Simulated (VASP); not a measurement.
# P in VASP: further runs

The runs below take P through single point, with PBE+D3(BJ).

Program: VASP 6.6.1. These are calculated values, not measurements. Logs are shortened: lines on timing, memory, paths and dates and some standing lists are left out, and cuts for length are marked.

## Step 1: The cell of the first run

The cell holds a slab with vacuum, 2 atoms: a = 3.324 Å, b = 3.324 Å, c = 28.000 Å, α = 90.00°, β = 90.00°, γ = 120.00°.

## Step 2: Single point, PBE+D3(BJ)

File INCAR:

```
SYSTEM = P
PREC = Accurate
ENCUT = 520
EDIFF = 1E-6
ISMEAR = 0
SIGMA = 0.02
LREAL = .False.
LASPH = .True.
NELM = 80
ALGO = Normal
ISIF = 2
LWAVE = .False.
LCHARG = .False.
LDIPOL = .True.
IDIPOL = 3
DIPOL = 0.5 0.5 0.500
GGA = PE
IVDW = 12
NBANDS = 12
```

File KPOINTS:

```
regular mesh
0
Gamma
  9 9 1
  0 0 0
```

File POSCAR:

```
P
1.0
    3.3240000000      0.0000000000      0.0000000000
   -1.6620000000      2.8786684422      0.0000000000
    0.0000000000      0.0000000000     28.0000000000
P
2
Direct
    0.3333333333      0.6666666667      0.5047678571
    0.6666666667      0.3333333333      0.4952321429
```

Potentials or basis: VASP PAW PBE potentials, release 64 (P).

Started as:

```
> cat potpaw_PBE.64/P/POTCAR > POTCAR
> mpirun -np 1 vasp_std > vasp.out
```

OUTCAR:

```text
SYSTEM = P
   PREC = Accurate
   ENCUT = 520
   EDIFF = 1E-6
   ISMEAR = 0
   LREAL = .False.
   LASPH = .True.
   NELM = 80
   ISIF = 2
   GGA = PE
   IVDW = 12
 IVDW          = 12

 ion  position               nearest neighbor table
   1  0.333  0.667  0.505-   2 1.94   2 1.94   2 1.94
   2  0.667  0.333  0.495-   1 1.94   1 1.94   1 1.94

  LATTYP: Found a hexagonal cell.
 ALAT       =     3.3240000000
 C/A-ratio  =     8.4235860409

  Lattice vectors:

 A1 = (   3.3240000000,   0.0000000000,   0.0000000000)
 A2 = (  -1.6620000000,   2.8786684422,   0.0000000000)
 A3 = (   0.0000000000,   0.0000000000,  28.0000000000)

Analysis of symmetry for initial positions (statically):
=====================================================================
 Subroutine PRICEL returns:
 Original cell was already a primitive cell.

 Routine SETGRP: Setting up the symmetry group for a
 hexagonal supercell.

 Subroutine GETGRP returns: Found 12 space group operations
 (whereof 12 operations were pure point group operations)
 out of a pool of 24 trial point group operations.

The static configuration has the point symmetry D_3d.

Analysis of symmetry for dynamics (positions and initial velocities):
=====================================================================
 Subroutine PRICEL returns:
 Original cell was already a primitive cell.

 Routine SETGRP: Setting up the symmetry group for a
 hexagonal supercell.

 Subroutine GETGRP returns: Found 12 space group operations
 (whereof 12 operations were pure point group operations)
 out of a pool of 24 trial point group operations.

The dynamic configuration has the point symmetry D_3d.

 Subroutine INISYM returns: Found 12 space group operations
 (whereof 12 operations are pure point group operations),
 and found     1 'primitive' translations

----------------------------------------------------------------------------------------

                                     Primitive cell

  volume of cell :     267.9234

  direct lattice vectors                    reciprocal lattice vectors
     3.324000000  0.000000000  0.000000000     0.300842359  0.173691417  0.000000000
    -1.662000000  2.878668442  0.000000000     0.000000000  0.347382833  0.000000000
     0.000000000  0.000000000 28.000000000     0.000000000  0.000000000  0.035714286

  length of vectors
     3.324000000  3.324000000 28.000000000     0.347382833  0.347382833  0.035714286

  position of ions in fractional coordinates (direct lattice)
     0.333333333  0.666666667  0.504767857
     0.666666667  0.333333333  0.495232143

  ion indices of the primitive-cell ions
[... 80 lines left out ...]
   IMIX   =      4    mixing-type and parameters
     AMIX     =   0.40;   BMIX     =  1.00
     AMIX_MAG =   1.60;   BMIX_MAG =  1.00
  volume/ion in A,a.u.               =     133.96       904.02
  Fermi-wavevector in a.u.,A,eV,Ry     =   0.547106  1.033880  4.072560  0.299325
  Thomas-Fermi vector in A             =   1.577210
   LORBIT       =      0    0 simple, 1 ext, 2 COOP (PROOUT), +10 PAW based schemes
   GGA     = PE    functional components
   LHFCALC =     F    Hartree Fock is set to
   AEXX    =    0.0000 exact exchange contribution
   IVDW    =    12    specifies the selected vdW correction
   LEPSILON=     F    determine dielectric tensor
   LRPA    =     F    only Hartree local field effects (RPA)
 non-spin polarized calculation
 Gauss-broadening in eV      SIGMA  =   0.02
  energy-cutoff  :      520.00
  volume of cell :      267.92
 maximum number of plane-waves:      7246
 NGX is ok and might be reduce to    28
   NGX = 13   NGY = 13   NGZ =105

 number of electron      10.0000000 magnetization

 number of electron       9.9999998 magnetization

 dipolmoment           0.000000      0.000000     -0.000000 electrons x Angstroem

 Free energy of the ion-electron system (eV)
  ---------------------------------------------------
  ext. energy  EPLUGINS =         0.00000000
  ---------------------------------------------------
  free energy    TOTEN  =        -7.72633237 eV

  energy without entropy =       -7.72568738  energy(sigma->0) =       -7.72600987

 E-fermi :  -2.2744     XC(G=0):  -1.6594

 val. band max:       -2.6384284190   @ k =   0.3333   0.1111   0.0000
 cond. band min:      -2.2547765734   @ k =   0.2222   0.1111   0.0000
 fundamental gap:      0.3836518457
 Fermi energy:        -2.2743617200

 k-point     1 :       0.0000    0.0000    0.0000
  band No.  band energies     occupation
      1     -20.0433      2.00000
      2      -9.1631      2.00000
      3      -7.7184      2.00000
      4      -7.7184      2.00000
      5      -1.8098      0.00000
      6      -1.7554      0.00000
      7      -1.7554      0.00000
      8      -0.8769      0.00000
      9       1.1985      0.00000
     10       1.4613      0.00000
     11       1.8575      0.00000
     12       1.9315      0.00000
[... 151 lines left out ...]
 k-point    12 :       0.3333    0.3333    0.0000
  band No.  band energies     occupation
      1     -15.7112      2.00000
      2     -15.7112      2.00000
      3     -11.7588      2.00000
      4      -4.9962      2.00000
      5      -4.9962      2.00000
      6       0.4420      0.00000
      7       1.4564      0.00000
      8       2.7245      0.00000
      9       2.7245      0.00000
     10       5.2431      0.00000
     11       5.2431      0.00000
     12       6.4746      0.00000

------------------------ aborting loop because EDIFF is reached ----------------------------------------

 vacuum level on the upper side and lower side of the slab       (xc-potential included)        -0.007        -0.007

 Edisp (eV)   -0.42594

 E8    (eV) :    -0.1744

  FORCE on cell =-STRESS in cart. coord.  units (eV):
  Direction    XX          YY          ZZ          XY          YZ          ZX
  --------------------------------------------------------------------------------------
  -------------------------------------------------------------------------------------
  Total      12.16253    12.16253     0.54042     0.00000    -0.00000     0.00000
  in kB      72.73174    72.73174     3.23170     0.00000    -0.00000     0.00000
  external pressure =       49.57 kB  Pullay stress =        0.00 kB

 VOLUME and BASIS-vectors are now :
 -----------------------------------------------------------------------------
  energy-cutoff  :      520.00
  volume of cell :      267.92
      direct lattice vectors                 reciprocal lattice vectors
     3.324000000  0.000000000  0.000000000     0.300842359  0.173691417  0.000000000
    -1.662000000  2.878668442  0.000000000     0.000000000  0.347382833  0.000000000
     0.000000000  0.000000000 28.000000000     0.000000000  0.000000000  0.035714286

 POSITION                                       TOTAL-FORCE (eV/Angst)
 -----------------------------------------------------------------------------------
     -0.00000      1.91911     14.13350         0.000000      0.000000      2.065948
      1.66200      0.95956     13.86650        -0.000000     -0.000000     -2.065948
 -----------------------------------------------------------------------------------
    total drift:                               -0.000000     -0.000000      0.000000

  FREE ENERGIE OF THE ION-ELECTRON SYSTEM (eV)
  ---------------------------------------------------
  free  energy   TOTEN  =        -8.1522725161 eV

  energy  without entropy=       -8.1516275165  energy(sigma->0) =       -8.15195002

 vacuum level on the upper side and lower side of the slab         1.480         1.480
```

It took 1.7 min on 1 thread of Intel Xeon 6975P-C, shared host; peak memory 0.39 GiB.

Results:

```yaml
Free_energy: -8.1523 eV
Largest_force: 2.066 eV/Å
Band_gap_on_the_k_mesh: zero (band 5 reaches -1.78 eV, above the bottom of band 6 at -3.75 eV)
Dispersion_energy_per_atom: -0.213 eV
```

Forces in eV/Å, atoms in the order of the input:
```
P    0.000  0.000  2.066
P    0.000  0.000 -2.066
```

Levels at points of the mesh, in eV from the Fermi level:
```csv
k point,band 3,band 4,band 5,band 6,band 7,band 8
"(0.00, 0.00, 0.00)",-5.44,-5.44,0.46,0.52,0.52,1.40
```

## Step 3: Single point, PBE+D3(BJ)

File INCAR:

```
PREC = Accurate ; ENCUT = 520
EDIFF = 1E-6 ; ISMEAR = 0
SIGMA = 0.02 ; LREAL = F
LASPH = T ; NELM = 100
ALGO = Normal ; ISIF = 2
LWAVE = F ; LCHARG = F
LDIPOL = T ; IDIPOL = 3
DIPOL = 0.5 0.5 0.500 ; GGA = PE
IVDW = 12 ; NBANDS = 12
```

File KPOINTS:

```
Automatic mesh
0
Gamma
  9 9 1
```

File POSCAR:

```
P
1.0
    3.3240000000      0.0000000000      0.0000000000
   -1.6620000000      2.8786684422      0.0000000000
    0.0000000000      0.0000000000     28.0000000000
P
2
Direct
    0.3333333333      0.6666666667      0.5143035714
    0.6666666667      0.3333333333      0.4856964286
```

Potentials or basis: VASP PAW PBE potentials, release 64 (P).

Started as:

```
> cat potpaw_PBE.64/P/POTCAR > POTCAR
> mpirun -np 1 vasp_std > vasp.out
```

OUTCAR:

```text
PREC = Accurate
   ENCUT = 520
   EDIFF = 1E-6
   ISMEAR = 0
   LREAL = F
   LASPH = T
   NELM = 100
   ISIF = 2
   GGA = PE
   IVDW = 12
 IVDW          = 12

 ion  position               nearest neighbor table
   1  0.333  0.667  0.514-   2 2.08   2 2.08   2 2.08
   2  0.667  0.333  0.486-   1 2.08   1 2.08   1 2.08

  LATTYP: Found a hexagonal cell.
 ALAT       =     3.3240000000
 C/A-ratio  =     8.4235860409

  Lattice vectors:

 A1 = (   3.3240000000,   0.0000000000,   0.0000000000)
 A2 = (  -1.6620000000,   2.8786684422,   0.0000000000)
 A3 = (   0.0000000000,   0.0000000000,  28.0000000000)

Analysis of symmetry for initial positions (statically):
=====================================================================
 Subroutine PRICEL returns:
 Original cell was already a primitive cell.

 Routine SETGRP: Setting up the symmetry group for a
 hexagonal supercell.

 Subroutine GETGRP returns: Found 12 space group operations
 (whereof 12 operations were pure point group operations)
 out of a pool of 24 trial point group operations.

The static configuration has the point symmetry D_3d.

Analysis of symmetry for dynamics (positions and initial velocities):
=====================================================================
 Subroutine PRICEL returns:
 Original cell was already a primitive cell.

 Routine SETGRP: Setting up the symmetry group for a
 hexagonal supercell.

 Subroutine GETGRP returns: Found 12 space group operations
 (whereof 12 operations were pure point group operations)
 out of a pool of 24 trial point group operations.

The dynamic configuration has the point symmetry D_3d.

 Subroutine INISYM returns: Found 12 space group operations
 (whereof 12 operations are pure point group operations),
 and found     1 'primitive' translations

----------------------------------------------------------------------------------------

                                     Primitive cell
[... 113 lines left out ...]
 maximum number of plane-waves:      7246
 NGX is ok and might be reduce to    28
   NGX = 13   NGY = 13   NGZ =105

 number of electron      10.0000000 magnetization

 number of electron       9.9999998 magnetization

 dipolmoment           0.000000      0.000000     -0.000000 electrons x Angstroem

 Free energy of the ion-electron system (eV)
  ---------------------------------------------------
  ext. energy  EPLUGINS =         0.00000000
  ---------------------------------------------------
  free energy    TOTEN  =        -9.52172752 eV

  energy without entropy =       -9.52123971  energy(sigma->0) =       -9.52148361

 E-fermi :  -3.2215     XC(G=0):  -1.7705

 val. band max:       -3.2443472947   @ k =   0.3333  -0.0000   0.0000
 cond. band min:      -3.1990630084   @ k =   0.1111  -0.0000   0.0000
 fundamental gap:      0.0452842863
 Fermi energy:        -3.2214649736

 k-point     1 :       0.0000    0.0000    0.0000
  band No.  band energies     occupation
      1     -19.8157      2.00000
      2      -9.9664      2.00000
      3      -6.8215      2.00000
      4      -6.8215      2.00000
      5      -3.2666      1.99857
      6      -2.1930      0.00000
      7      -1.6130      0.00000
      8      -1.6130      0.00000
      9       1.0230      0.00000
     10       1.4418      0.00000
     11       1.7558      0.00000
     12       1.9661      0.00000
[... 151 lines left out ...]
 k-point    12 :       0.3333    0.3333    0.0000
  band No.  band energies     occupation
      1     -15.4491      2.00000
      2     -15.4491      2.00000
      3     -11.3225      2.00000
      4      -5.7955      2.00000
      5      -5.7955      2.00000
      6      -1.0172      0.00000
      7       2.2644      0.00000
      8       2.9776      0.00000
      9       2.9776      0.00000
     10       3.3305      0.00000
     11       3.3305      0.00000
     12       5.7560      0.00000

------------------------ aborting loop because EDIFF is reached ----------------------------------------

 vacuum level on the upper side and lower side of the slab       (xc-potential included)        -0.007        -0.007

 Edisp (eV)   -0.41940

 E8    (eV) :    -0.1716

  FORCE on cell =-STRESS in cart. coord.  units (eV):
  Direction    XX          YY          ZZ          XY          YZ          ZX
  --------------------------------------------------------------------------------------
  -------------------------------------------------------------------------------------
  Total       4.18851     4.18851     3.09274     0.00000     0.00000     0.00000
  in kB      25.04719    25.04719    18.49452     0.00000     0.00000     0.00000
  external pressure =       22.86 kB  Pullay stress =        0.00 kB

 VOLUME and BASIS-vectors are now :
 -----------------------------------------------------------------------------
  energy-cutoff  :      520.00
  volume of cell :      267.92
      direct lattice vectors                 reciprocal lattice vectors
     3.324000000  0.000000000  0.000000000     0.300842359  0.173691417  0.000000000
    -1.662000000  2.878668442  0.000000000     0.000000000  0.347382833  0.000000000
     0.000000000  0.000000000 28.000000000     0.000000000  0.000000000  0.035714286

 POSITION                                       TOTAL-FORCE (eV/Angst)
 -----------------------------------------------------------------------------------
     -0.00000      1.91911     14.40050        -0.000000     -0.000000      3.873714
      1.66200      0.95956     13.59950         0.000000      0.000000     -3.873714
 -----------------------------------------------------------------------------------
    total drift:                               -0.000000      0.000000      0.000000

  FREE ENERGIE OF THE ION-ELECTRON SYSTEM (eV)
  ---------------------------------------------------
  free  energy   TOTEN  =        -9.9411324671 eV

  energy  without entropy=       -9.9406446588  energy(sigma->0) =       -9.94088856

 vacuum level on the upper side and lower side of the slab         1.587         1.587
```

stdout:

```text
POSCAR found type information on POSCAR P
 POSCAR found :  1 types and       2 ions
 scaLAPACK will be used
 LDA part: xc-table for (Slater+PW92), standard interpolation
 POSCAR, INCAR and KPOINTS ok, starting setup
 FFT: planning ... GRIDC
 FFT: planning ... GRID_SOFT
 FFT: planning ... GRID
 WAVECAR not read
 entering main loop
```

Run time: 96 s. Hardware: 1 thread of Intel Xeon 6975P-C, shared host; peak memory 0.4 GiB.

What came out:

| Property | Result |
| --- | --- |
| Free energy | -9.9411 eV |
| Largest force | 3.874 eV/Å |
| Band gap on the k mesh | zero (band 5 reaches -3.15 eV, above the bottom of band 6 at -3.70 eV) |
| Dispersion energy per atom | -0.210 eV |

Forces on the atoms (eV/Å):
```
P    0.000  0.000  3.874
P    0.000  0.000 -3.874
```

Levels at points of the mesh, in eV from the Fermi level:
```tsv
k point	band 2	band 3	band 4	band 5	band 6	band 7	band 8	band 9
(0.00, 0.00, 0.00)	-6.74	-3.60	-3.60	-0.05	1.03	1.61	1.61	4.24
```

## Step 4: Single point, PBE+D3(BJ)

File INCAR:

```
PREC     = Accurate       # precision mode
ENCUT    = 520            # plane-wave cutoff, eV
EDIFF    = 1E-6           # SCF threshold, eV
ISMEAR   = 0              # smearing method
SIGMA    = 0.02           # smearing width, eV
LREAL    = False          # projectors in reciprocal space
LASPH    = True           # aspherical terms in the spheres
NELM     = 80             # most SCF steps
ALGO     = Normal         # electronic algorithm
ISIF     = 2              # what is computed and relaxed
LWAVE    = False          # write WAVECAR
LCHARG   = False          # write CHGCAR
LDIPOL   = True         
IDIPOL   = 3            
DIPOL    = 0.5 0.5 0.500
GGA      = PE             # functional
IVDW     = 12             # dispersion correction
NBANDS   = 12             # bands
```

KPOINTS is that of step 3.

File POSCAR:

```
P
1.0
    3.3240000000      0.0000000000      0.0000000000
   -1.6620000000      2.8786684422      0.0000000000
    0.0000000000      0.0000000000     28.0000000000
P
2
Direct
    0.3333333333      0.6666666667      0.5238214286
    0.6666666667      0.3333333333      0.4761785714
```

Started as:

```
> cat potpaw_PBE.64/P/POTCAR > POTCAR
> mpirun -np 1 vasp_std > vasp.out
```

Run time: 93 s. Hardware: 1 thread of Intel Xeon 6975P-C, shared host; peak memory 0.4 GiB.

Results (log left out):

```yaml
Free_energy: -11.0420 eV
Largest_force: 1.617 eV/Å
Band_gap_on_the_k_mesh: 1.69 eV, indirect (least direct gap 2.43 eV)
Dispersion_energy_per_atom: -0.203 eV
```

Forces on the atoms (eV/Å):
```
P    0.000  0.000 -1.617
P    0.000  0.000  1.617
```

Levels at points of the mesh, in eV from the valence-band top:
```csv
k point,band 2,band 3,band 4,band 5,band 6,band 7,band 8,band 9
"(0.00, 0.00, 0.00)",-6.82,-0.89,0.00,0.00,3.47,3.67,3.67,5.00
```
